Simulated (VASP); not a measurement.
# KBr (Pmma) in VASP: further runs

The runs below take KBr through single point, with LDA.

Program: VASP 6.6.1. These are calculated values, not measurements. Logs are shortened: lines on timing, memory, paths and dates and some standing lists are left out, and cuts for length are marked.

### 1 The cell of the first run

It takes space group Pmma (No. 51, orthorhombic). Conventional cell: a = 7.469 Å, b = 3.734 Å, c = 3.734 Å, α = 90.00°, β = 90.00°, γ = 90.00°. Within 3.9 Å of K (site symmetry 2/m) lie 8 Br at 2.95 to 3.58 Å and 6 K at 3.73 Å. Br (site symmetry mm2) has 8 K at 2.95 to 3.58 Å and 6 Br at 3.73 to 3.89 Å within 3.9 Å.

### 2 Single point, LDA (atoms displaced along a vibrational mode, the cell strained)

INCAR

```
SYSTEM = KBr
PREC = Accurate
ENCUT = 520
EDIFF = 1E-7
ISMEAR = 0
SIGMA = 0.05
LREAL = .FALSE.
LASPH = .TRUE.
NELM = 60
ALGO = Normal
ISIF = 2
LWAVE = .FALSE.
LCHARG = .FALSE.
GGA = CA
NBANDS = 24
```

KPOINTS

```
Automatic mesh
0
G
  6 6 4
  0 0 0
```

POSCAR

```
KBr
1.0
    3.7342618780      0.0000000000      0.0000000000
    0.0000000000      3.7342618780      0.0000000000
    0.0000000000      0.0000000000      7.4685237561
K Br
2 2
Direct
    0.0000000000      0.0000000000      0.0000000000
    0.0000000000      0.0000000000      0.5000000000
    0.3545696532      0.5000000000      0.2500000000
    0.6454303468      0.5000000000      0.7500000000
```

Potentials or basis: VASP PAW LDA potentials, release 64 (K_sv, Br).

Command:

```
$ cat potpaw_LDA.64/K_sv/POTCAR potpaw_LDA.64/Br/POTCAR > POTCAR
$ mpirun -np 1 vasp_std > vasp.out
```

OUTCAR:

```text
SYSTEM = KBr
   PREC = Accurate
   ENCUT = 520
   EDIFF = 1E-7
   ISMEAR = 0
   LREAL = .FALSE.
   LASPH = .TRUE.
   NELM = 60
   ISIF = 2
   GGA = CA

 ion  position               nearest neighbor table
   1  0.000  0.000  0.000-   3 2.95   4 2.95   3 2.95   4 2.95   2 3.73   2 3.73
   2  0.000  0.000  0.500-   3 2.95   4 2.95   3 2.95   4 2.95   1 3.73   1 3.73
   3  0.355  0.500  0.250-   1 2.95   2 2.95   1 2.95   2 2.95
   4  0.645  0.500  0.750-   1 2.95   2 2.95   1 2.95   2 2.95

  LATTYP: Found a simple tetragonal cell.
 ALAT       =     3.7342618780
 C/A-ratio  =     2.0000000000

  Lattice vectors:

 A1 = (   3.7342618780,   0.0000000000,   0.0000000000)
 A2 = (   0.0000000000,   3.7342618780,   0.0000000000)
 A3 = (   0.0000000000,   0.0000000000,   7.4685237561)

Analysis of symmetry for initial positions (statically):
=====================================================================
 Subroutine PRICEL returns:
 Original cell was already a primitive cell.

 Routine SETGRP: Setting up the symmetry group for a
 simple tetragonal supercell.

 Subroutine GETGRP returns: Found  8 space group operations
 (whereof  4 operations were pure point group operations)
 out of a pool of 16 trial point group operations.

The static configuration has the point symmetry C_2h.
 The point group associated with its full space group is D_2h.

Analysis of symmetry for dynamics (positions and initial velocities):
=====================================================================
 Subroutine PRICEL returns:
 Original cell was already a primitive cell.

 Routine SETGRP: Setting up the symmetry group for a
 simple tetragonal supercell.

 Subroutine GETGRP returns: Found  8 space group operations
 (whereof  4 operations were pure point group operations)
 out of a pool of 16 trial point group operations.

The dynamic configuration has the point symmetry C_2h.
 The point group associated with its full space group is D_2h.

 Subroutine INISYM returns: Found  8 space group operations
 (whereof  4 operations are pure point group operations),
 and found     1 'primitive' translations

----------------------------------------------------------------------------------------

                                     Primitive cell

  volume of cell :     104.1464

  direct lattice vectors                    reciprocal lattice vectors
     3.734261878  0.000000000  0.000000000     0.267790539  0.000000000  0.000000000
     0.000000000  3.734261878  0.000000000     0.000000000  0.267790539  0.000000000
     0.000000000  0.000000000  7.468523756     0.000000000  0.000000000  0.133895269

  length of vectors
     3.734261878  3.734261878  7.468523756     0.267790539  0.267790539  0.133895269

  position of ions in fractional coordinates (direct lattice)
     0.000000000  0.000000000  0.000000000
     0.000000000  0.000000000  0.500000000
     0.354569653  0.500000000  0.250000000
     0.645430347  0.500000000  0.750000000

  ion indices of the primitive-cell ions
   primitive index   ion index
                 1           1
                 2           2
                 3           3
                 4           4

----------------------------------------------------------------------------------------

 KPOINTS: Automatic mesh

Automatic generation of k-mesh.
 Grid dimensions read from file:
 generate k-points for:    6    6    4

 Generating k-lattice:

  Cartesian coordinates                     Fractional coordinates (reciprocal lattice)
     0.044631756  0.000000000  0.000000000     0.166666667  0.000000000  0.000000000
     0.000000000  0.044631756  0.000000000     0.000000000  0.166666667  0.000000000
     0.000000000  0.000000000  0.033473817     0.000000000  0.000000000  0.250000000

  Length of vectors
     0.044631756  0.044631756  0.033473817

  Shift w.r.t. Gamma in fractional coordinates (k-lattice)
     0.000000000  0.000000000  0.000000000

 Subroutine IBZKPT returns following result:
 ===========================================

 Found     48 irreducible k-points:

 Following reciprocal coordinates:
            Coordinates               Weight
  0.000000  0.000000  0.000000      1.000000
  0.166667  0.000000  0.000000      2.000000
  0.000000  0.166667  0.000000      2.000000
  0.333333  0.000000  0.000000      2.000000
  0.000000  0.333333  0.000000      2.000000
  0.500000  0.000000  0.000000      1.000000
[... 16 lines left out ...]
  0.000000  0.500000  0.250000      2.000000
  0.166667  0.166667  0.250000      8.000000
 [... further k-points ...]
   k-points           NKPTS =     48   k-points in BZ     NKDIM =     48   number of bands    NBANDS=     24
   number of dos      NEDOS =    301   number of ions     NIONS =      4
   total plane-waves  NPLWV =  43904
   dimension x,y,z NGX =    28 NGY =   28 NGZ =   56
   dimension x,y,z NGXF=    56 NGYF=   56 NGZF=  112
   ions per type =               2   2
   NGX,Y,Z   is equivalent  to a cutoff of  12.47, 12.47, 12.47 a.u.
   NGXF,Y,Z  is equivalent  to a cutoff of  24.93, 24.93, 24.93 a.u.
 SYSTEM =  KBr
   PREC   = accura    normal or accurate (medium, high low for compatibility)
   ISTART =      0    job   : 0-new  1-cont  2-samecut
   ICHARG =      2    charge: 1-file 2-atom 10-const
   ISPIN  =      1    spin polarized calculation?
   LNONCOLLINEAR =      F non collinear calculations
   LSORBIT =      F    spin-orbit coupling
   LASPH  =      T    aspherical Exc in radial PAW
   ENCUT  =  520.0 eV  38.22 Ry    6.18 a.u.   6.94  6.94 13.89*2*pi/ulx,y,z
   NELM   =     60;   NELMIN=  2; NELMDL= -5     # of ELM steps
   EDIFF  = 0.1E-06   stopping-criterion for ELM
   LREAL  =      F    real-space projection
   EDIFFG = 0.1E-05   stopping-criterion for IOM
   NSW    =      0    number of steps for IOM
   IBRION =     -1    ionic relax: 0-MD 1-quasi-New 2-CG
   NFREE  =      0    steps in history (QN), initial steepest desc. (CG)
   ISIF   =      2    stress and relaxation
   ISYM   =      2    0-nonsym 1-usesym 2-fastsym
   POTIM  = 0.5000    time-step for ionic-motion
   TEBEG  =    0.0;   TEEND  =   0.0 temperature during run
   PSTRESS=    0.0 pullay stress
   NELECT =      32.0000    total number of electrons
   NUPDOWN=      -1.0000    fix difference up-down
   EMIN   =  10.00;   EMAX   =-10.00  energy-range for DOS
   EFERMI =   0.00;   METHOD = LEGACY
   ISMEAR =     0;   SIGMA  =   0.05  broadening in eV -4-tet -1-fermi 0-gaus
   EFERMI_NEDOS =   21; number of points for ismear=-14 and -15
   IALGO  =     38    algorithm
   IMIX   =      4    mixing-type and parameters
     AMIX     =   0.40;   BMIX     =  1.00
     AMIX_MAG =   1.60;   BMIX_MAG =  1.00
  volume/ion in A,a.u.               =      26.04       175.70
  Fermi-wavevector in a.u.,A,eV,Ry     =   1.104698  2.087576 16.603960  1.220357
  Thomas-Fermi vector in A             =   2.241174
   LORBIT       =      0    0 simple, 1 ext, 2 COOP (PROOUT), +10 PAW based schemes
   GGA     = CA    functional components
   LHFCALC =     F    Hartree Fock is set to
   AEXX    =    0.0000 exact exchange contribution
   IVDW    =     0    specifies the selected vdW correction
   LEPSILON=     F    determine dielectric tensor
   LRPA    =     F    only Hartree local field effects (RPA)
 non-spin polarized calculation
 Gauss-broadening in eV      SIGMA  =   0.05
  energy-cutoff  :      520.00
  volume of cell :      104.15
 maximum number of plane-waves:      2840
   NGX = 13   NGY = 13   NGZ = 27

 number of electron      31.9999992 magnetization

 Free energy of the ion-electron system (eV)
  ---------------------------------------------------
  ext. energy  EPLUGINS =         0.00000000
  ---------------------------------------------------
  free energy    TOTEN  =       -13.01277140 eV

  energy without entropy =      -13.01277140  energy(sigma->0) =      -13.01277140

 E-fermi :   0.7368     XC(G=0):  -9.2945

 val. band max:        0.4427665440   @ k =   0.0000   0.5000   0.2500
 cond. band min:       4.7260004695   @ k =   0.0000   0.0000   0.0000
 fundamental gap:      4.2832339255
 Fermi energy:         0.7367917344

 k-point     1 :       0.0000    0.0000    0.0000
  band No.  band energies     occupation
      1     -27.4934      2.00000
      2     -27.4570      2.00000
      3     -13.3942      2.00000
      4     -12.9503      2.00000
      5     -11.1783      2.00000
      6     -11.1780      2.00000
[... 16 lines left out ...]
     23       9.1624      0.00000
     24       9.8877      0.00000

 k-point     2 :       0.1667    0.0000    0.0000
  band No.  band energies     occupation
      1     -27.4854      2.00000
      2     -27.4498      2.00000
      3     -13.3540      2.00000
      4     -12.9026      2.00000
      5     -11.2264      2.00000
      6     -11.2224      2.00000
[... 16 lines left out ...]
     23       9.5105      0.00000
     24       9.5693      0.00000

 k-point     3 :       0.0000    0.1667    0.0000
  band No.  band energies     occupation
      1     -27.4844      2.00000
      2     -27.4493      2.00000
      3     -13.2501      2.00000
      4     -13.0468      2.00000
      5     -11.2013      2.00000
      6     -11.1735      2.00000
[... 16 lines left out ...]
     23       9.5061      0.00000
     24       9.8653      0.00000

 k-point     4 :       0.3333    0.0000    0.0000
  band No.  band energies     occupation
      1     -27.4693      2.00000
      2     -27.4354      2.00000
      3     -13.3241      2.00000
      4     -12.7215      2.00000
      5     -11.4049      2.00000
      6     -11.3652      2.00000
[... 16 lines left out ...]
     23       8.8316      0.00000
     24       8.9697      0.00000

 k-point     5 :       0.0000    0.3333    0.0000
  band No.  band energies     occupation
      1     -27.4662      2.00000
      2     -27.4338      2.00000
      3     -13.2274      2.00000
      4     -12.8761      2.00000
      5     -11.4191      2.00000
      6     -11.2619      2.00000
[... 451 lines left out ...]
 k-point    22 :       0.5000    0.0000    0.2500
  band No.  band energies     occupation
      1     -27.4564      2.00000
      2     -27.4330      2.00000
      3     -13.2494      2.00000
      4     -12.7363      2.00000
      5     -11.4484      2.00000
      6     -11.3844      2.00000
[... 16 lines left out ...]
     23       8.6443      0.00000
     24       9.8288      0.00000

 k-point    23 :       0.0000    0.5000    0.2500
  band No.  band energies     occupation
      1     -27.4525      2.00000
      2     -27.4306      2.00000
      3     -13.2378      2.00000
      4     -12.7482      2.00000
      5     -11.4745      2.00000
      6     -11.3467      2.00000
[... 16 lines left out ...]
     23       9.9473      0.00000
     24      10.0680      0.00000

 k-point    24 :       0.1667    0.1667    0.2500
  band No.  band energies     occupation
      1     -27.4716      2.00000
      2     -27.4473      2.00000
      3     -13.1815      2.00000
      4     -12.9981      2.00000
      5     -11.2617      2.00000
      6     -11.2383      2.00000
[... 16 lines left out ...]
     23       9.2233      0.00000
     24       9.4205      0.00000

 [... further k-points ...]
[... 5 lines left out ...]
  --------------------------------------------------------------------------------------
  -------------------------------------------------------------------------------------
  Total        2.4849604      4.4586805      3.8815484      0.0000000      0.0000000      0.0000000
  in kB       38.2283676     68.5918675     59.7133278      0.0000000      0.0000000      0.0000000
  external PRESSURE =      55.5111876 kB  Pullay stress =       0.0000000 kB

 VOLUME and BASIS-vectors are now :
 -----------------------------------------------------------------------------
  energy-cutoff  :      520.00
  volume of cell :      104.15
      direct lattice vectors                 reciprocal lattice vectors
     3.734261878  0.000000000  0.000000000     0.267790539  0.000000000  0.000000000
     0.000000000  3.734261878  0.000000000     0.000000000  0.267790539  0.000000000
     0.000000000  0.000000000  7.468523756     0.000000000  0.000000000  0.133895269

 POSITION                                       TOTAL-FORCE (eV/Angst)
 -----------------------------------------------------------------------------------
      0.00000      0.00000      0.00000         0.000000      0.000000      0.000000
      0.00000      0.00000      3.73426         0.000000      0.000000      0.000000
      1.32406      1.86713      1.86713         0.904137      0.000000     -0.000000
      2.41021      1.86713      5.60139        -0.904137     -0.000000      0.000000
 -----------------------------------------------------------------------------------
    total drift:                               -0.000000      0.000000     -0.000000

  FREE ENERGIE OF THE ION-ELECTRON SYSTEM (eV)
  ---------------------------------------------------
  free  energy   TOTEN  =       -13.0127713992 eV

  energy  without entropy=      -13.0127713992  energy(sigma->0) =      -13.01277140
```

Wall time 1.7 min (1 thread of Intel Xeon Platinum 8259CL at 2.50GHz (Skylake/Cascade Lake), shared host); peak memory 0.23 GiB.

Results:

```yaml
Free_energy: -13.0128 eV
Pressure: 5.6 GPa
Largest_force: 0.904 eV/Å
Band_gap_on_the_k_mesh: 4.28 eV (least direct gap 4.46 eV)
```

Forces in eV/Å, atoms in the order of the input:
```
K    0.000  0.000  0.000
K    0.000  0.000  0.000
Br   0.904  0.000  0.000
Br  -0.904  0.000  0.000
```

Caveat: the cell differs from its parent crystal (atoms displaced along a vibrational mode, the cell strained); the cell stands under pressure. A k mesh can miss the band edges.

### 3 Single point, LDA (atoms displaced along a vibrational mode, the cell strained)

INCAR

```
PREC = Accurate ; ENCUT = 520
EDIFF = 1E-7 ; ISMEAR = 0
SIGMA = 0.05 ; LREAL = F
LASPH = T ; NELM = 60
ALGO = Normal ; ISIF = 2
LWAVE = F ; LCHARG = F
NBANDS = 24
```

KPOINTS

```
Automatic mesh
0
Gamma
  6 6 4
```

Edit POSCAR of step 2 so:

```diff
@@ -10,3 +10,3 @@
     0.0000000000      0.0000000000      0.5000000000
-    0.3545696532      0.5000000000      0.2500000000
-    0.6454303468      0.5000000000      0.7500000000
+    0.4127417919      0.5000000000      0.2500000000
+    0.5872582081      0.5000000000      0.7500000000
```

Potentials or basis: VASP PAW LDA potentials, release 64 (K_sv, Br).

Command:

```
$ cat potpaw_LDA.64/K_sv/POTCAR potpaw_LDA.64/Br/POTCAR > POTCAR
$ mpirun -np 1 vasp_std > vasp.out
```

It took 82 s on 1 thread of Intel Xeon Platinum 8259CL at 2.50GHz (Skylake/Cascade Lake), shared host; peak memory 0.23 GiB.

It converged, with:

| Item | Value |
| --- | --- |
| Free energy | -13.3248 eV |
| Pressure | 3.5 GPa |
| Largest force | 0.531 eV/Å |
| Band gap on the k mesh | 4.35 eV (least direct gap 4.61 eV) |

Forces on the atoms (eV/Å):
```
K    0.000  0.000  0.000
K    0.000  0.000  0.000
Br   0.531  0.000  0.000
Br  -0.531  0.000  0.000
```

Stress tensor (GPa, compression positive):
```
3.00 0.00 0.00
0.00 3.99 0.00
0.00 0.00 3.56
```

Levels at points of the mesh, in eV from the valence-band top:
| k point | band 14 | band 15 | band 16 | band 17 | band 18 | band 19 |
| --- | --- | --- | --- | --- | --- | --- |
| (0.00, 0.00, 0.00) | -0.39 | -0.32 | -0.26 | 4.35 | 5.11 | 5.46 |
| (0.50, 0.00, 0.00) | -0.62 | -0.44 | 0.00 | 5.15 | 6.27 | 6.85 |
| (0.00, 0.50, 0.00) | -0.57 | -0.30 | -0.01 | 4.95 | 6.31 | 6.59 |
| (0.50, 0.50, 0.00) | -1.85 | -1.83 | -0.10 | 4.87 | 6.45 | 7.43 |
| (0.00, 0.00, 0.50) | -0.39 | -0.35 | -0.35 | 5.64 | 5.64 | 5.84 |
| (0.50, 0.00, 0.50) | -1.17 | -0.23 | -0.23 | 5.91 | 5.91 | 6.92 |
| (0.00, 0.50, 0.50) | -1.31 | -0.10 | -0.10 | 6.00 | 6.00 | 6.81 |
| (0.50, 0.50, 0.50) | -2.02 | -1.23 | -1.23 | 5.93 | 5.93 | 7.23 |

Caveat: the cell differs from its parent crystal (atoms displaced along a vibrational mode, the cell strained); the cell stands under pressure. A k mesh can miss the band edges.

### 4 Single point, LDA (atoms displaced along a vibrational mode, the cell strained)

INCAR

```
ALGO = Normal
EDIFF = 1E-6
ENCUT = 520
GGA = CA
ISIF = 2
ISMEAR = 0
LASPH = T
LCHARG = T
LELF = T
LREAL = F
LVHAR = T
LWAVE = F
NBANDS = 24
NELM = 100
PREC = Accurate
SIGMA = 0.05
```

KPOINTS

```
k-points
0
Gamma
  6 6 4
```

Edit POSCAR of step 3 so:

```diff
@@ -10,3 +10,3 @@
     0.0000000000      0.0000000000      0.5000000000
-    0.4127417919      0.5000000000      0.2500000000
-    0.5872582081      0.5000000000      0.7500000000
+    0.4418278613      0.5000000000      0.2500000000
+    0.5581721387      0.5000000000      0.7500000000
```

Command:

```
$ cat potpaw_LDA.64/K_sv/POTCAR potpaw_LDA.64/Br/POTCAR > POTCAR
$ mpirun -np 1 vasp_std > vasp.out
```

Wall time 93 s (1 thread of Intel Xeon Platinum 8259CL at 2.50GHz (Skylake/Cascade Lake), shared host); peak memory 0.23 GiB.

The run converged. Its results:

* Free energy: -13.4202 eV
* Pressure: 2.9 GPa
* Largest force: 0.348 eV/Å
* Band gap on the k mesh: 4.36 eV (least direct gap 4.66 eV)

Forces on the atoms (eV/Å):
```
K    0.000  0.000  0.000
K    0.000  0.000  0.000
Br   0.348  0.000  0.000
Br  -0.348  0.000  0.000
```

Stress tensor (GPa, compression positive):
```
2.65 0.00 0.00
0.00 3.07 0.00
0.00 0.00 2.86
```

Levels at points of the mesh, in eV from the valence-band top:
```csv
k point,band 14,band 15,band 16,band 17,band 18,band 19
"(0.00, 0.00, 0.00)",-0.37,-0.34,-0.31,4.36,5.12,5.28
"(0.50, 0.00, 0.00)",-0.51,-0.42,0.00,4.99,6.33,6.81
"(0.00, 0.50, 0.00)",-0.48,-0.36,-0.01,4.89,6.35,6.69
"(0.50, 0.50, 0.00)",-1.89,-1.88,-0.05,4.85,6.42,7.55
"(0.00, 0.00, 0.50)",-0.38,-0.36,-0.36,5.66,5.66,5.76
"(0.50, 0.00, 0.50)",-1.22,-0.22,-0.22,5.96,5.96,6.89
"(0.00, 0.50, 0.50)",-1.29,-0.16,-0.16,6.00,6.00,6.84
"(0.50, 0.50, 0.50)",-2.04,-1.25,-1.25,5.95,5.95,7.43
```

Caveat: the cell differs from its parent crystal (atoms displaced along a vibrational mode, the cell strained). A k mesh can miss the band edges.

[end of part 1 of 2]
